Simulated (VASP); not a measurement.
# AgI (F-43m) in VASP: notebook

Aim: see how the results for AgI move with the level of theory and the settings. Levels: PBE, LDA. Tasks: single point.

All numbers are computed with VASP 6.6.1; they aren't measurements. Logs are shortened: lines on timing, memory, paths and dates and some standing lists are left out, and cuts for length are marked.

## 1. The cell of the first run

It takes space group F-43m (No. 216, cubic). The conventional cell has a = 6.577 Å, b = 6.577 Å, c = 6.577 Å, α = 90.00°, β = 90.00°, γ = 90.00°. Ag (site symmetry -43m) has 4 I at 2.85 Å within 3.8 Å. I (site symmetry -43m) has 4 Ag at 2.85 Å within 3.8 Å.

## 2. Single point, PBE

INCAR reads:

```
PREC = Accurate
ENCUT = 500
EDIFF = 1E-6
ISMEAR = 0
SIGMA = 0.01
LREAL = False
LASPH = True
NELM = 120
ALGO = Normal
ISIF = 2
LWAVE = False
LCHARG = False
GGA = PE
NBANDS = 16
GGA_COMPAT = False
```

KPOINTS reads:

```
regular mesh
0
Gamma
  6 6 6
```

POSCAR reads:

```
AgI
1.0
    0.0000000000      3.2886328091      3.2886328091
    3.2886328091      0.0000000000      3.2886328091
    3.2886328091      3.2886328091      0.0000000000
Ag I
1 1
Direct
    0.0000000000      0.0000000000      0.0000000000
    0.2500000000      0.2500000000      0.2500000000
```

Potentials or basis: VASP PAW PBE potentials, release 64 (Ag, I).

On the command line:

```
> cat potpaw_PBE.64/Ag/POTCAR potpaw_PBE.64/I/POTCAR > POTCAR
> mpirun -np 1 vasp_std > vasp.out
```

OUTCAR:

```text
PREC = Accurate
   ENCUT = 500
   EDIFF = 1E-6
   ISMEAR = 0
   LREAL = False
   LASPH = True
   NELM = 120
   ISIF = 2
   GGA = PE

 ion  position               nearest neighbor table
   1  0.000  0.000  0.000-   2 2.85   2 2.85   2 2.85   2 2.85
   2  0.250  0.250  0.250-   1 2.85   1 2.85   1 2.85   1 2.85

  LATTYP: Found a face centered cubic cell.
 ALAT       =     6.5772656182

  Lattice vectors:

 A1 = (   0.0000000000,   3.2886328091,   3.2886328091)
 A2 = (   3.2886328091,   0.0000000000,   3.2886328091)
 A3 = (   3.2886328091,   3.2886328091,   0.0000000000)

Analysis of symmetry for initial positions (statically):
=====================================================================
 Subroutine PRICEL returns:
 Original cell was already a primitive cell.

 Routine SETGRP: Setting up the symmetry group for a
 face centered cubic supercell.

 Subroutine GETGRP returns: Found 24 space group operations
 (whereof 24 operations were pure point group operations)
 out of a pool of 48 trial point group operations.

The static configuration has the point symmetry T_d .

Analysis of symmetry for dynamics (positions and initial velocities):
=====================================================================
 Subroutine PRICEL returns:
 Original cell was already a primitive cell.

 Routine SETGRP: Setting up the symmetry group for a
 face centered cubic supercell.

 Subroutine GETGRP returns: Found 24 space group operations
 (whereof 24 operations were pure point group operations)
 out of a pool of 48 trial point group operations.

The dynamic configuration has the point symmetry T_d .

 Subroutine INISYM returns: Found 24 space group operations
 (whereof 24 operations are pure point group operations),
 and found     1 'primitive' translations

----------------------------------------------------------------------------------------

                                     Primitive cell

  volume of cell :      71.1338

  direct lattice vectors                    reciprocal lattice vectors
     0.000000000  3.288632809  3.288632809    -0.152038865  0.152038865  0.152038865
     3.288632809  0.000000000  3.288632809     0.152038865 -0.152038865  0.152038865
     3.288632809  3.288632809  0.000000000     0.152038865  0.152038865 -0.152038865

  length of vectors
     4.650829120  4.650829120  4.650829120     0.263339039  0.263339039  0.263339039

  position of ions in fractional coordinates (direct lattice)
     0.000000000  0.000000000  0.000000000
     0.250000000  0.250000000  0.250000000

  ion indices of the primitive-cell ions
   primitive index   ion index
                 1           1
                 2           2

----------------------------------------------------------------------------------------

 KPOINTS: regular mesh

Automatic generation of k-mesh.
 Grid dimensions read from file:
 generate k-points for:    6    6    6

 Generating k-lattice:

  Cartesian coordinates                     Fractional coordinates (reciprocal lattice)
    -0.025339811  0.025339811  0.025339811     0.166666667  0.000000000  0.000000000
     0.025339811 -0.025339811  0.025339811     0.000000000  0.166666667  0.000000000
     0.025339811  0.025339811 -0.025339811     0.000000000  0.000000000  0.166666667

  Length of vectors
     0.043889840  0.043889840  0.043889840

  Shift w.r.t. Gamma in fractional coordinates (k-lattice)
     0.000000000  0.000000000  0.000000000

 Subroutine IBZKPT returns following result:
 ===========================================

 Found     16 irreducible k-points:

 Following reciprocal coordinates:
            Coordinates               Weight
  0.000000  0.000000  0.000000      1.000000
  0.166667  0.000000  0.000000      8.000000
  0.333333  0.000000  0.000000      8.000000
  0.500000  0.000000  0.000000      4.000000
  0.166667  0.166667  0.000000      6.000000
  0.333333  0.166667  0.000000     24.000000
[... 8 lines left out ...]
 -0.333333  0.333333  0.166667     24.000000
 -0.333333  0.500000  0.166667     12.000000
   k-points           NKPTS =     16   k-points in BZ     NKDIM =     16   number of bands    NBANDS=     16
   number of dos      NEDOS =    301   number of ions     NIONS =      2
   total plane-waves  NPLWV =  46656
   dimension x,y,z NGX =    36 NGY =   36 NGZ =   36
   dimension x,y,z NGXF=    72 NGYF=   72 NGZF=   72
   ions per type =               1   1
   NGX,Y,Z   is equivalent  to a cutoff of  12.87, 12.87, 12.87 a.u.
   NGXF,Y,Z  is equivalent  to a cutoff of  25.74, 25.74, 25.74 a.u.
 SYSTEM =  unknown system
   PREC   = accura    normal or accurate (medium, high low for compatibility)
   ISTART =      0    job   : 0-new  1-cont  2-samecut
   ICHARG =      2    charge: 1-file 2-atom 10-const
   ISPIN  =      1    spin polarized calculation?
   LNONCOLLINEAR =      F non collinear calculations
   LSORBIT =      F    spin-orbit coupling
   LASPH  =      T    aspherical Exc in radial PAW
   ENCUT  =  500.0 eV  36.75 Ry    6.06 a.u.   8.48  8.48  8.48*2*pi/ulx,y,z
   NELM   =    120;   NELMIN=  2; NELMDL= -5     # of ELM steps
   EDIFF  = 0.1E-05   stopping-criterion for ELM
   LREAL  =      F    real-space projection
   EDIFFG = 0.1E-04   stopping-criterion for IOM
   NSW    =      0    number of steps for IOM
   IBRION =     -1    ionic relax: 0-MD 1-quasi-New 2-CG
   NFREE  =      0    steps in history (QN), initial steepest desc. (CG)
   ISIF   =      2    stress and relaxation
   ISYM   =      2    0-nonsym 1-usesym 2-fastsym
   POTIM  = 0.5000    time-step for ionic-motion
   TEBEG  =    0.0;   TEEND  =   0.0 temperature during run
   PSTRESS=    0.0 pullay stress
   NELECT =      18.0000    total number of electrons
   NUPDOWN=      -1.0000    fix difference up-down
   EMIN   =  10.00;   EMAX   =-10.00  energy-range for DOS
   EFERMI =   0.00;   METHOD = LEGACY
   ISMEAR =     0;   SIGMA  =   0.01  broadening in eV -4-tet -1-fermi 0-gaus
   EFERMI_NEDOS =   21; number of points for ismear=-14 and -15
   IALGO  =     38    algorithm
   IMIX   =      4    mixing-type and parameters
     AMIX     =   0.40;   BMIX     =  1.00
     AMIX_MAG =   1.60;   BMIX_MAG =  1.00
  volume/ion in A,a.u.               =      35.57       240.02
  Fermi-wavevector in a.u.,A,eV,Ry     =   1.035477  1.956767 14.588327  1.072212
  Thomas-Fermi vector in A             =   2.169822
   LORBIT       =      0    0 simple, 1 ext, 2 COOP (PROOUT), +10 PAW based schemes
   GGA     = PE    functional components
   LHFCALC =     F    Hartree Fock is set to
   AEXX    =    0.0000 exact exchange contribution
   IVDW    =     0    specifies the selected vdW correction
   LEPSILON=     F    determine dielectric tensor
   LRPA    =     F    only Hartree local field effects (RPA)
 non-spin polarized calculation
 Gauss-broadening in eV      SIGMA  =   0.01
  energy-cutoff  :      500.00
  volume of cell :       71.13
 maximum number of plane-waves:      1821
 NGX is ok and might be reduce to    36
   NGX = 17   NGY = 17   NGZ = 17

 number of electron      18.0000002 magnetization

 Free energy of the ion-electron system (eV)
  ---------------------------------------------------
  ext. energy  EPLUGINS =         0.00000000
  ---------------------------------------------------
  free energy    TOTEN  =        -4.78834306 eV

  energy without entropy =       -4.78834306  energy(sigma->0) =       -4.78834306

 E-fermi :   2.7975     XC(G=0):  -8.2542

 val. band max:        2.7162471859   @ k =   0.0000   0.0000   0.0000
 cond. band min:       4.0594258954   @ k =   0.0000   0.0000   0.0000
 fundamental gap:      1.3431787095
 Fermi energy:         2.7975294361

 k-point     1 :       0.0000    0.0000    0.0000
  band No.  band energies     occupation
      1      -9.8824      2.00000
      2      -1.2797      2.00000
      3      -1.2797      2.00000
      4      -1.2797      2.00000
      5      -0.1964      2.00000
      6      -0.1964      2.00000
[... 8 lines left out ...]
     15      12.7169      0.00000
     16      12.7169      0.00000

 k-point     2 :       0.1667    0.0000    0.0000
  band No.  band energies     occupation
      1      -9.8198      2.00000
      2      -1.3079      2.00000
      3      -1.2364      2.00000
      4      -1.2364      2.00000
      5      -0.2007      2.00000
      6      -0.2007      2.00000
[... 8 lines left out ...]
     15      12.0081      0.00000
     16      12.3819      0.00000

 k-point     3 :       0.3333    0.0000    0.0000
  band No.  band energies     occupation
      1      -9.6895      2.00000
      2      -1.2832      2.00000
      3      -1.1539      2.00000
      4      -1.1539      2.00000
      5      -0.1891      2.00000
      6      -0.1891      2.00000
[... 8 lines left out ...]
     15      12.3259      0.00000
     16      12.3259      0.00000

 k-point     4 :       0.5000    0.0000    0.0000
  band No.  band energies     occupation
      1      -9.6217      2.00000
      2      -1.1761      2.00000
      3      -1.1164      2.00000
      4      -1.1164      2.00000
      5      -0.1689      2.00000
      6      -0.1689      2.00000
[... 8 lines left out ...]
     15      13.5193      0.00000
     16      13.5193      0.00000

 k-point     5 :       0.1667    0.1667    0.0000
  band No.  band energies     occupation
      1      -9.7990      2.00000
      2      -1.3630      2.00000
      3      -1.1955      2.00000
      4      -1.1955      2.00000
      5      -0.2308      2.00000
      6      -0.1767      2.00000
[... 8 lines left out ...]
     15      12.8563      0.00000
     16      13.2917      0.00000

 k-point     6 :       0.3333    0.1667    0.0000
  band No.  band energies     occupation
      1      -9.6909      2.00000
      2      -1.3761      2.00000
      3      -1.1078      2.00000
      4      -1.0998      2.00000
      5      -0.2326      2.00000
      6      -0.1608      2.00000
[... 8 lines left out ...]
     15      12.9955      0.00000
     16      13.5289      0.00000

 k-point     7 :       0.5000    0.1667    0.0000
  band No.  band energies     occupation
      1      -9.6010      2.00000
      2      -1.2315      2.00000
      3      -1.0510      2.00000
      4      -1.0336      2.00000
      5      -0.1807      2.00000
      6      -0.1632      2.00000
[... 8 lines left out ...]
     15      13.4738      0.00000
     16      13.5787      0.00000

 k-point     8 :      -0.3333    0.1667    0.0000
  band No.  band energies     occupation
      1      -9.6235      2.00000
      2      -1.1743      2.00000
      3      -1.1302      2.00000
      4      -1.0931      2.00000
      5      -0.2076      2.00000
      6      -0.1720      2.00000
[... 8 lines left out ...]
     15      12.8375      0.00000
     16      13.7493      0.00000

 k-point     9 :      -0.1667    0.1667    0.0000
  band No.  band energies     occupation
      1      -9.7343      2.00000
      2      -1.3143      2.00000
      3      -1.1840      2.00000
      4      -1.1656      2.00000
      5      -0.2250      2.00000
      6      -0.1750      2.00000
[... 8 lines left out ...]
     15      12.4888      0.00000
     16      13.6150      0.00000

 k-point    10 :       0.3333    0.3333    0.0000
  band No.  band energies     occupation
      1      -9.6258      2.00000
      2      -1.4927      2.00000
      3      -0.9694      2.00000
      4      -0.9694      2.00000
      5      -0.2400      2.00000
      6      -0.1369      2.00000
[... 8 lines left out ...]
     15      13.2115      0.00000
     16      15.8071      0.00000

 k-point    11 :       0.5000    0.3333    0.0000
  band No.  band energies     occupation
      1      -9.5581      2.00000
      2      -1.4281      2.00000
      3      -0.8962      2.00000
      4      -0.8548      2.00000
      5      -0.1409      2.00000
      6      -0.1359      2.00000
[... 8 lines left out ...]
     15      13.7012      0.00000
     16      14.5290      0.00000

 k-point    12 :      -0.3333    0.3333    0.0000
  band No.  band energies     occupation
      1      -9.5573      2.00000
      2      -1.2414      2.00000
      3      -0.9671      2.00000
      4      -0.8529      2.00000
      5      -0.2651      2.00000
      6      -0.1885      2.00000
[... 8 lines left out ...]
     15      12.5105      0.00000
     16      15.4552      0.00000

 k-point    13 :       0.5000    0.5000    0.0000
  band No.  band energies     occupation
      1      -9.5359      2.00000
      2      -1.5343      2.00000
      3      -0.8022      2.00000
      4      -0.8022      2.00000
      5      -0.1169      2.00000
      6      -0.0857      2.00000
[... 8 lines left out ...]
     15      13.4535      0.00000
     16      14.4785      0.00000

 k-point    14 :       0.5000    0.3333    0.1667
  band No.  band energies     occupation
      1      -9.6025      2.00000
      2      -1.3204      2.00000
      3      -1.0559      2.00000
      4      -0.9571      2.00000
      5      -0.2039      2.00000
      6      -0.1622      2.00000
[... 8 lines left out ...]
     15      13.7413      0.00000
     16      14.2372      0.00000

 k-point    15 :      -0.3333    0.3333    0.1667
  band No.  band energies     occupation
      1      -9.5573      2.00000
      2      -1.1867      2.00000
      3      -1.0644      2.00000
      4      -0.8431      2.00000
      5      -0.2534      2.00000
      6      -0.1209      2.00000
[... 8 lines left out ...]
     15      13.5727      0.00000
     16      14.2070      0.00000

 k-point    16 :      -0.3333    0.5000    0.1667
  band No.  band energies     occupation
      1      -9.5354      2.00000
      2      -1.3360      2.00000
      3      -0.9055      2.00000
      4      -0.8068      2.00000
      5      -0.2027      2.00000
      6       0.0310      2.00000
[... 8 lines left out ...]
     15      14.1030      0.00000
     16      14.3454      0.00000

------------------------ aborting loop because EDIFF is reached ----------------------------------------

  FORCE on cell =-STRESS in cart. coord.  units (eV):
  Direction    XX          YY          ZZ          XY          YZ          ZX
  --------------------------------------------------------------------------------------
  -------------------------------------------------------------------------------------
  Total        0.2684434      0.2684434      0.2684434     -0.0000000     -0.0000000     -0.0000000
  in kB        6.0462658      6.0462658      6.0462658     -0.0000000     -0.0000000     -0.0000000
  external PRESSURE =       6.0462658 kB  Pullay stress =       0.0000000 kB

 VOLUME and BASIS-vectors are now :
 -----------------------------------------------------------------------------
  energy-cutoff  :      500.00
  volume of cell :       71.13
      direct lattice vectors                 reciprocal lattice vectors
     0.000000000  3.288632809  3.288632809    -0.152038865  0.152038865  0.152038865
     3.288632809  0.000000000  3.288632809     0.152038865 -0.152038865  0.152038865
     3.288632809  3.288632809  0.000000000     0.152038865  0.152038865 -0.152038865

 POSITION                                       TOTAL-FORCE (eV/Angst)
 -----------------------------------------------------------------------------------
      0.00000      0.00000      0.00000        -0.000000     -0.000000      0.000000
      1.64432      1.64432      1.64432         0.000000      0.000000     -0.000000
 -----------------------------------------------------------------------------------
    total drift:                               -0.000000     -0.000000     -0.000000

  FREE ENERGIE OF THE ION-ELECTRON SYSTEM (eV)
  ---------------------------------------------------
  free  energy   TOTEN  =        -4.7883430646 eV

  energy  without entropy=       -4.7883430646  energy(sigma->0) =       -4.78834306
```

Run time: 29 s. Hardware: 1 thread of Intel Xeon 8259CL, shared host; peak memory 0.21 GiB.

What came out:

| Property | Result |
| --- | --- |
| Free energy | -4.7883 eV |
| Pressure | 0.6 GPa |
| Band gap on the k mesh | 1.34 eV, direct |

Caveat: spin-orbit coupling is left out, which moves the levels of the heavy elements.

## 3. Single point, LDA

INCAR reads:

```
PREC = Accurate
ENCUT = 500
EDIFF = 1E-6
ISMEAR = 0
SIGMA = 0.01
LREAL = F
LASPH = T
NELM = 120
ALGO = Normal
ISIF = 2
LWAVE = F
LCHARG = T
LELF = T
LVHAR = T
NBANDS = 16
GGA_COMPAT = F
```

KPOINTS is that of step 2.

POSCAR is that of step 2.

Potentials or basis: VASP PAW LDA potentials, release 64 (Ag, I).

On the command line:

```
> cat potpaw_LDA.64/Ag/POTCAR potpaw_LDA.64/I/POTCAR > POTCAR
> mpirun -np 1 vasp_std > vasp.out
```

Run time: 28 s. Hardware: 1 thread of Intel Xeon 8259CL, shared host; peak memory 0.18 GiB.

It converged, with:

```
Free energy            : -6.0402 eV
Pressure               : -3.3 GPa
Band gap on the k mesh : 1.09 eV, direct
```

Levels at points of the mesh, in eV from the valence-band top:
```csv
k point,band 7,band 8,band 9,band 10,band 11,band 12
"(0.00, 0.00, 0.00)",0.00,0.00,0.00,1.09,5.69,5.69
"(0.50, 0.00, 0.00)",-2.83,-0.68,-0.68,2.58,6.16,6.16
"(0.50, 0.50, 0.00)",-2.52,-1.69,-1.69,3.51,3.72,8.13
```

Caveat: spin-orbit coupling is left out, which moves the levels of the heavy elements. LDA gaps usually lie below the measured ones, often by a third to a half.
